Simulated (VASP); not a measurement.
# Si (a cell with a defect) in VASP: further runs

Si (a cell with a defect) is run at these levels: PBE+D3(BJ); tasks: single point.

Program: VASP 6.6.1. These are calculated values, not measurements. Logs are shortened: lines on timing, memory, paths and dates and some standing lists are left out, and cuts for length are marked.

## 1. The cell of the first run

The cell holds a defect, 17 atoms: a = 7.679 Å, b = 7.679 Å, c = 7.679 Å, α = 60.00°, β = 60.00°, γ = 60.00°.

## 2. Single point, PBE+D3(BJ)

The input, INCAR:

```
SYSTEM = Si
ALGO = Normal
EDIFF = 1E-6
ENCUT = 520
GGA = PE
ISIF = 2
ISMEAR = 0
IVDW = 12
LASPH = .True.
LCHARG = .False.
LREAL = Auto
LWAVE = .False.
NBANDS = 48
NELM = 100
PREC = Accurate
SIGMA = 0.05
```

The input, KPOINTS:

```
k-points
0
Gamma
  2 2 2
  0 0 0
```

The input, POSCAR:

```
Si
1.0
    0.0000000000      5.4300000000      5.4300000000
    5.4300000000      0.0000000000      5.4300000000
    5.4300000000      5.4300000000      0.0000000000
Si
17
Direct
   -0.0136026703     -0.0125665746      0.0387065378
    0.1279141805      0.1288381215      0.1284644567
    0.0064539595      0.0072504604      0.5071167587
    0.1102348066      0.1113804788      0.6670001842
    0.0071725599      0.5007740331     -0.0087519337
    0.1278953039      0.6147512891      0.1284824125
    0.0064138122      0.4791725599      0.5071309392
    0.1389290055      0.6207726519      0.6194925414
    0.4998248619      0.0081191529     -0.0088217311
    0.6137273481      0.1289126151      0.1283953039
    0.4780372007      0.0074125230      0.5070648250
    0.6198337937      0.1398658379      0.6194424494
    0.4998087477      0.5008301105     -0.0088113260
    0.6334597606      0.6344067219      0.0976728361
    0.5088365562      0.5097868324      0.4715446593
    0.6198225599      0.6208131676      0.6194500000
    0.8543650092      0.8556220994      0.4344058932
```

Potentials or basis: VASP PAW PBE potentials, release 64 (Si).

The run is started by

```sh
$ cat potpaw_PBE.64/Si/POTCAR > POTCAR
$ mpirun -np 1 vasp_std > vasp.out
```

OUTCAR:

```text
SYSTEM = Si
   EDIFF = 1E-6
   ENCUT = 520
   GGA = PE
   ISIF = 2
   ISMEAR = 0
   IVDW = 12
   LASPH = .True.
   LREAL = Auto
   NELM = 100
   PREC = Accurate
 IVDW          = 12

 ion  position               nearest neighbor table
   1  0.986  0.987  0.039-   4 2.33  10 2.35   2 2.35   6 2.35  17 2.48
   2  0.128  0.129  0.128-   9 2.33   5 2.33   1 2.35   3 2.37  17 2.98
   3  0.006  0.007  0.507-   4 2.32   2 2.37  17 2.39   8 2.43  12 2.43
   4  0.110  0.111  0.667-   7 2.32   3 2.32  11 2.32   1 2.33
   5  0.007  0.501  0.991-   8 2.33   6 2.33   2 2.33  14 2.35
   6  0.128  0.615  0.128-  13 2.33   5 2.33   1 2.35   7 2.37  17 2.98
   7  0.006  0.479  0.507-   4 2.32   6 2.37  17 2.39   8 2.43  16 2.43
   8  0.139  0.621  0.619-  15 2.33   5 2.33   7 2.43   3 2.43  17 2.58
   9  0.500  0.008  0.991-  12 2.33   2 2.33  10 2.33  14 2.35
  10  0.614  0.129  0.128-   9 2.33  13 2.33   1 2.35  11 2.38  17 2.98
  11  0.478  0.007  0.507-   4 2.32  10 2.38  17 2.39  16 2.43  12 2.43
  12  0.620  0.140  0.619-  15 2.33   9 2.33   3 2.43  11 2.43  17 2.58
  13  0.500  0.501  0.991-  16 2.33   6 2.33  10 2.33  14 2.35
  14  0.633  0.634  0.098-  15 2.34  13 2.35   9 2.35   5 2.35
  15  0.509  0.510  0.472-   8 2.33  16 2.33  12 2.33  14 2.34
  16  0.620  0.621  0.619-  15 2.33  13 2.33   7 2.43  11 2.43  17 2.58
  17  0.854  0.856  0.434-  11 2.39   3 2.39   7 2.39   1 2.48  12 2.58  16 2.58   8 2.58  10 2.98
                             2 2.98   6 2.98

  LATTYP: Found a face centered cubic cell.
 ALAT       =    10.8600000000

  Lattice vectors:

 A1 = (   0.0000000000,   5.4300000000,   5.4300000000)
 A2 = (   5.4300000000,   0.0000000000,   5.4300000000)
 A3 = (   5.4300000000,   5.4300000000,   0.0000000000)

Analysis of symmetry for initial positions (statically):
=====================================================================
 Subroutine PRICEL returns:
 Original cell was already a primitive cell.

 Routine SETGRP: Setting up the symmetry group for a
 face centered cubic supercell.

 Subroutine GETGRP returns: Found  1 space group operations
 (whereof  1 operations were pure point group operations)
 out of a pool of 48 trial point group operations.

The static configuration has the point symmetry C_1 .

Analysis of symmetry for dynamics (positions and initial velocities):
=====================================================================
 Subroutine PRICEL returns:
 Original cell was already a primitive cell.

 Routine SETGRP: Setting up the symmetry group for a
 face centered cubic supercell.

 Subroutine GETGRP returns: Found  1 space group operations
 (whereof  1 operations were pure point group operations)
 out of a pool of 48 trial point group operations.

The dynamic configuration has the point symmetry C_1 .

 Subroutine INISYM returns: Found  1 space group operations
 (whereof  1 operations are pure point group operations),
 and found     1 'primitive' translations

----------------------------------------------------------------------------------------

                                     Primitive cell

  volume of cell :     320.2060

  direct lattice vectors                    reciprocal lattice vectors
     0.000000000  5.430000000  5.430000000    -0.092081031  0.092081031  0.092081031
     5.430000000  0.000000000  5.430000000     0.092081031 -0.092081031  0.092081031
     5.430000000  5.430000000  0.000000000     0.092081031  0.092081031 -0.092081031

  length of vectors
     7.679179644  7.679179644  7.679179644     0.159489025  0.159489025  0.159489025

  position of ions in fractional coordinates (direct lattice)
     0.986397330  0.987433425  0.038706538
     0.127914180  0.128838122  0.128464457
     0.006453959  0.007250460  0.507116759
     0.110234807  0.111380479  0.667000184
     0.007172560  0.500774033  0.991248066
     0.127895304  0.614751289  0.128482412
[... 9 lines left out ...]
     0.619822560  0.620813168  0.619450000
     0.854365009  0.855622099  0.434405893

  ion indices of the primitive-cell ions
   primitive index   ion index
                 1           1
                 2           2
                 3           3
                 4           4
                 5           5
                 6           6
[... 9 lines left out ...]
                16          16
                17          17

----------------------------------------------------------------------------------------

 KPOINTS: k-points

Automatic generation of k-mesh.
 Grid dimensions read from file:
 generate k-points for:    2    2    2

 Generating k-lattice:

  Cartesian coordinates                     Fractional coordinates (reciprocal lattice)
    -0.046040516  0.046040516  0.046040516     0.500000000  0.000000000  0.000000000
     0.046040516 -0.046040516  0.046040516     0.000000000  0.500000000  0.000000000
     0.046040516  0.046040516 -0.046040516     0.000000000  0.000000000  0.500000000

  Length of vectors
     0.079744512  0.079744512  0.079744512

  Shift w.r.t. Gamma in fractional coordinates (k-lattice)
     0.000000000  0.000000000  0.000000000

 Subroutine IBZKPT returns following result:
 ===========================================

 Found      8 irreducible k-points:

 Following reciprocal coordinates:
            Coordinates               Weight
  0.000000  0.000000  0.000000      1.000000
  0.500000  0.000000  0.000000      1.000000
  0.000000  0.500000  0.000000      1.000000
  0.000000  0.000000  0.500000      1.000000
  0.500000  0.500000  0.500000      1.000000
  0.500000  0.500000  0.000000      1.000000
  0.000000  0.500000  0.500000      1.000000
  0.500000  0.000000  0.500000      1.000000
   k-points           NKPTS =      8   k-points in BZ     NKDIM =      8   number of bands    NBANDS=     48
   number of dos      NEDOS =    301   number of ions     NIONS =     17
   total plane-waves  NPLWV = 216000
   dimension x,y,z NGX =    60 NGY =   60 NGZ =   60
   dimension x,y,z NGXF=   120 NGYF=  120 NGZF=  120
   ions per type =              17
   NGX,Y,Z   is equivalent  to a cutoff of  12.99, 12.99, 12.99 a.u.
   NGXF,Y,Z  is equivalent  to a cutoff of  25.98, 25.98, 25.98 a.u.
 SYSTEM =  Si
   PREC   = accura    normal or accurate (medium, high low for compatibility)
   ISTART =      0    job   : 0-new  1-cont  2-samecut
   ICHARG =      2    charge: 1-file 2-atom 10-const
   ISPIN  =      1    spin polarized calculation?
   LNONCOLLINEAR =      F non collinear calculations
   LSORBIT =      F    spin-orbit coupling
   LASPH  =      T    aspherical Exc in radial PAW
   ENCUT  =  520.0 eV  38.22 Ry    6.18 a.u.  14.28 14.28 14.28*2*pi/ulx,y,z
   NELM   =    100;   NELMIN=  2; NELMDL= -5     # of ELM steps
   EDIFF  = 0.1E-05   stopping-criterion for ELM
   LREAL  =      T    real-space projection
   EDIFFG = 0.1E-04   stopping-criterion for IOM
   NSW    =      0    number of steps for IOM
   IBRION =     -1    ionic relax: 0-MD 1-quasi-New 2-CG
   NFREE  =      0    steps in history (QN), initial steepest desc. (CG)
   ISIF   =      2    stress and relaxation
   ISYM   =      2    0-nonsym 1-usesym 2-fastsym
   POTIM  = 0.5000    time-step for ionic-motion
   TEBEG  =    0.0;   TEEND  =   0.0 temperature during run
   PSTRESS=    0.0 pullay stress
   NELECT =      68.0000    total number of electrons
   NUPDOWN=      -1.0000    fix difference up-down
   EMIN   =  10.00;   EMAX   =-10.00  energy-range for DOS
   EFERMI =   0.00;   METHOD = LEGACY
   ISMEAR =     0;   SIGMA  =   0.05  broadening in eV -4-tet -1-fermi 0-gaus
   EFERMI_NEDOS =   21; number of points for ismear=-14 and -15
   IALGO  =     38    algorithm
   IMIX   =      4    mixing-type and parameters
     AMIX     =   0.40;   BMIX     =  1.00
     AMIX_MAG =   1.60;   BMIX_MAG =  1.00
  volume/ion in A,a.u.               =      18.84       127.11
  Fermi-wavevector in a.u.,A,eV,Ry     =   0.976715  1.845724 12.979587  0.953973
  Thomas-Fermi vector in A             =   2.107356
   LORBIT       =      0    0 simple, 1 ext, 2 COOP (PROOUT), +10 PAW based schemes
   GGA     = PE    functional components
   LHFCALC =     F    Hartree Fock is set to
   AEXX    =    0.0000 exact exchange contribution
   IVDW    =    12    specifies the selected vdW correction
   LEPSILON=     F    determine dielectric tensor
   LRPA    =     F    only Hartree local field effects (RPA)
 non-spin polarized calculation
 Gauss-broadening in eV      SIGMA  =   0.05
  energy-cutoff  :      520.00
  volume of cell :      320.21
 maximum number of plane-waves:      8646
 NGX is ok and might be reduce to    60
   NGX = 29   NGY = 29   NGZ = 29

 number of electron      68.0000000 magnetization

 Free energy of the ion-electron system (eV)
  ---------------------------------------------------
  ext. energy  EPLUGINS =         0.00000000
  ---------------------------------------------------
  free energy    TOTEN  =       -87.85368962 eV

  energy without entropy =      -87.84394662  energy(sigma->0) =      -87.84881812

 E-fermi :   6.8719     XC(G=0):  -9.6837

 val. band max:        6.7629162936   @ k =   0.0000   0.0000   0.0000
 cond. band min:       6.8866300862   @ k =   0.5000   0.0000   0.5000
 fundamental gap:      0.1237137926
 Fermi energy:         6.8718699821

 k-point     1 :       0.0000    0.0000    0.0000
  band No.  band energies     occupation
      1      -6.2943      2.00000
      2      -3.8272      2.00000
      3      -3.6326      2.00000
      4      -3.6323      2.00000
      5      -3.5087      2.00000
      6      -2.7376      2.00000
[... 38 lines left out ...]
     45       8.2396      0.00000
     46       8.9078      0.00000

 k-point     2 :       0.5000    0.0000    0.0000
  band No.  band energies     occupation
      1      -5.8727      2.00000
      2      -4.9726      2.00000
      3      -3.5953      2.00000
      4      -3.4489      2.00000
      5      -3.2915      2.00000
      6      -2.9730      2.00000
[... 286 lines left out ...]
 k-point     8 :       0.5000    0.0000    0.5000
  band No.  band energies     occupation
      1      -5.7463      2.00000
      2      -4.7119      2.00000
      3      -4.0107      2.00000
      4      -3.8794      2.00000
      5      -3.8316      2.00000
      6      -3.6292      2.00000
[... 38 lines left out ...]
     45      10.1548      0.00000
     46      10.3548      0.00000
 [bands above 46 left out]

------------------------ aborting loop because EDIFF is reached ----------------------------------------

 Edisp (eV)   -5.64434

 E8    (eV) :    -2.3350

  FORCE on cell =-STRESS in cart. coord.  units (eV):
  Direction    XX          YY          ZZ          XY          YZ          ZX
  --------------------------------------------------------------------------------------
  -------------------------------------------------------------------------------------
  Total       4.05933     4.04157     4.05625    -0.69937     0.70022     0.69450
  in kB      20.31120    20.22232    20.29576    -3.49937     3.50359     3.47499
  external pressure =       20.28 kB  Pullay stress =        0.00 kB

 VOLUME and BASIS-vectors are now :
 -----------------------------------------------------------------------------
  energy-cutoff  :      520.00
  volume of cell :      320.21
      direct lattice vectors                 reciprocal lattice vectors
     0.000000000  5.430000000  5.430000000    -0.092081031  0.092081031  0.092081031
     5.430000000  0.000000000  5.430000000     0.092081031 -0.092081031  0.092081031
     5.430000000  5.430000000  0.000000000     0.092081031  0.092081031 -0.092081031

 POSITION                                       TOTAL-FORCE (eV/Angst)
 -----------------------------------------------------------------------------------
      5.57194      5.56631     10.71790        -0.048381     -0.048922      0.047983
      1.39715      1.39214      1.39416        -0.010049     -0.010010     -0.029519
      2.79301      2.78869      0.07442        -0.006109     -0.008698     -0.048797
      4.22661      4.22039      1.20337        -0.049304     -0.047920      0.049286
      8.10168      5.42142      2.75815         0.032888      0.025602     -0.032782
      4.03576      1.39213      4.03257         0.029700     -0.010036      0.010341
[... 9 lines left out ...]
      6.73463      6.72925      6.73665         0.034781      0.035062     -0.020569
      7.00485      6.99803      9.28523        -0.237885     -0.232651      0.237200
 -----------------------------------------------------------------------------------
    total drift:                               -0.002514     -0.000187      0.001838

  FREE ENERGIE OF THE ION-ELECTRON SYSTEM (eV)
  ---------------------------------------------------
  free  energy   TOTEN  =       -93.4980331943 eV

  energy  without entropy=      -93.4882902004  energy(sigma->0) =      -93.49316170
```

It took 2.5 min on 1 thread of AMD EPYC 9R45 (Zen 5), shared host; peak memory 0.43 GiB.

Results:

- Free energy: -93.4980 eV
- Pressure: 2.0 GPa
- Largest force: 0.409 eV/Å
- Band gap on the k mesh: zero (bands 34 and 35 overlap by 0.13 eV)
- Dispersion energy per atom: -0.332 eV

Forces in eV/Å, atoms in the order of the input:
```
Si  -0.048 -0.049  0.048
Si  -0.010 -0.010 -0.030
Si  -0.006 -0.009 -0.049
Si  -0.049 -0.048  0.049
Si   0.033  0.026 -0.033
Si   0.030 -0.010  0.010
Si   0.049 -0.009  0.006
Si   0.034  0.022 -0.034
Si   0.026  0.033 -0.033
Si  -0.011  0.030  0.011
Si  -0.006  0.046  0.006
Si   0.021  0.035 -0.035
Si   0.033  0.033 -0.026
Si   0.056  0.056 -0.056
Si   0.053  0.052 -0.053
Si   0.035  0.035 -0.021
Si  -0.238 -0.233  0.237
```

Caveat: the k points lie up to 0.50 Å⁻¹ apart.

## 3. Single point, PBE+D3(BJ)

The input, INCAR:

```
PREC     = Accurate       # precision mode
ENCUT    = 520            # plane-wave cutoff, eV
EDIFF    = 1E-7           # SCF threshold, eV
ISMEAR   = 0              # smearing method
SIGMA    = 0.05           # smearing width, eV
LREAL    = Auto         
LASPH    = T              # aspherical terms in the spheres
NELM     = 60             # most SCF steps
ALGO     = Normal         # electronic algorithm
ISIF     = 2              # what is computed and relaxed
LWAVE    = F              # write WAVECAR
LCHARG   = T              # write CHGCAR
GGA      = PE             # functional
IVDW     = 12             # dispersion correction
LELF     = T              # ELF
LVHAR    = T            
NBANDS   = 48             # bands
```

The input, KPOINTS:

```
Automatic mesh
0
Gamma
  2 2 2
```

The input, POSCAR:

```
Si
1.0
    0.0000000000      5.4300000000      5.4300000000
    5.4300000000      0.0000000000      5.4300000000
    5.4300000000      5.4300000000      0.0000000000
Si
17
Direct
   -0.0244887661     -0.0238429098      0.0719202578
    0.1299805709      0.1306188766      0.1304973297
    0.0139543278      0.0144745856      0.5027302026
    0.1029863720      0.1035979742      0.6895721915
    0.0109831492      0.5013210866     -0.0138546041
    0.1299803867      0.6086500000      0.1305177716
    0.0139329650      0.4686073665      0.5027480663
    0.1427703499      0.6209182320      0.6151583794
    0.5006890424      0.0116415285     -0.0139131676
    0.6080186004      0.1306443831      0.1304591160
    0.4679425414      0.0145569061      0.5026848987
    0.6203103131      0.1433801105      0.6151005525
    0.5006777164      0.5013416206     -0.0139156538
    0.6392511971      0.6398961326      0.0806953959
    0.5140595764      0.5146772560      0.4563383978
    0.6202999079      0.6209639963      0.6151067219
    0.8250688766      0.8257381215      0.5232232044
```

Potentials or basis: VASP PAW PBE potentials, release 64 (Si).

The run is started by

```sh
$ cat potpaw_PBE.64/Si/POTCAR > POTCAR
$ mpirun -np 1 vasp_std > vasp.out
```

Wall time 2.9 min (1 thread of AMD EPYC 9R45 (Zen 5), shared host); peak memory 0.45 GiB.

The run converged. Its results:

| Property | Result |
| --- | --- |
| Free energy | -93.3431 eV |
| Pressure | 1.7 GPa |
| Largest force | 0.060 eV/Å |
| Band gap on the k mesh | 0.10 eV |
| Dispersion energy per atom | -0.332 eV |

Forces in eV/Å, atoms in the order of the input:
```
Si   0.034  0.034 -0.033
Si  -0.024 -0.024  0.007
Si   0.030  0.027  0.011
Si  -0.031 -0.033  0.031
Si   0.031 -0.026 -0.031
Si  -0.006 -0.024  0.024
Si  -0.010  0.027 -0.029
Si  -0.004  0.020  0.004
Si  -0.026  0.031 -0.031
Si  -0.025 -0.007  0.023
Si   0.027 -0.010 -0.027
Si   0.020 -0.003  0.004
Si   0.031  0.032  0.026
Si   0.001  0.000  0.000
Si  -0.007 -0.006  0.007
Si  -0.005 -0.004 -0.020
Si  -0.036 -0.033  0.035
```

Stress tensor (GPa, compression positive):
```
 1.68 -0.32  0.32
-0.32  1.67  0.32
 0.32  0.32  1.67
```

Levels at points of the mesh, in eV from the valence-band top:
```csv
k point,band 30,band 31,band 32,band 33,band 34,band 35,band 36,band 37,band 38,band 39
"(0.00, 0.00, 0.00)",-1.35,-1.12,-0.56,-0.56,-0.37,0.10,0.10,0.42,0.42,0.93
"(0.50, 0.00, 0.00)",-1.33,-1.26,-1.22,-0.73,-0.13,0.38,0.78,1.07,1.24,1.47
"(0.00, 0.50, 0.00)",-1.33,-1.26,-1.22,-0.73,-0.13,0.38,0.78,1.07,1.24,1.47
"(0.00, 0.00, 0.50)",-1.29,-1.29,-1.14,-1.14,-0.03,0.54,0.54,1.37,1.37,1.37
"(0.50, 0.50, 0.50)",-1.33,-1.26,-1.22,-0.73,-0.13,0.38,0.78,1.07,1.24,1.47
"(0.50, 0.50, 0.00)",-1.75,-1.75,-1.58,-0.46,0.00,0.58,1.53,1.63,1.73,2.08
"(0.00, 0.50, 0.50)",-1.75,-1.75,-1.58,-0.46,0.00,0.58,1.53,1.63,1.73,2.08
"(0.50, 0.00, 0.50)",-1.75,-1.75,-1.58,-0.46,0.00,0.58,1.53,1.63,1.73,2.08
```

Caveat: the k points lie up to 0.50 Å⁻¹ apart; semilocal functionals underestimate gaps, and a narrow one can read as zero.

The gap in the log of VASP goes by the Fermi energy; the results here count the filled bands.